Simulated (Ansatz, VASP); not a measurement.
**Sc2Cu3: VASP beside Ansatz**

```xyz
5
Lattice="4.8226 0.0000 0.0000 -2.4113 4.1765 0.0000 0.0000 0.0000 5.1245" Properties=species:S:1:pos:R:3 pbc="T T T"
Sc    0.0000    2.7843    2.5622
Sc    2.4113    1.3922    2.5622
Cu    0.0000    2.7843    0.0000
Cu    2.4113    1.3922    0.0000
Cu    0.0000    0.0000    2.5622
```

Alike in both runs: functional PBE; k mesh 12 × 12 × 8; occupations gaussian, width 0.1 eV; no spin polarisation.

Ansatz relaxed the structure, and its values are those at the end. VASP's run is a single point on that final structure, the one shown.

```csv
,VASP,Ansatz
version,VASP 6.6.1,Ansatz 0.2.0
potentials or method,"VASP PAW PBE potentials, release 64 (Sc_sv, Cu), cutoff 520 eV","scalar-relativistic, plane waves, PAW"
valence electrons in the cell,55,79
```

Ansatz gave:

- gap on the k mesh at the Fermi level (eV): none
- pressure (GPa): 0.0

**Question.** Estimate VASP's values.

**Answer.** gap on the k mesh at the Fermi level (eV): none; pressure (GPa): 0.3.

A gap of «none» marks a metal or a gap that the smearing closes. VASP's potentials hold 55 valence electrons a cell and Ansatz's 79, so a difference there can come from the potentials and not from the codes.
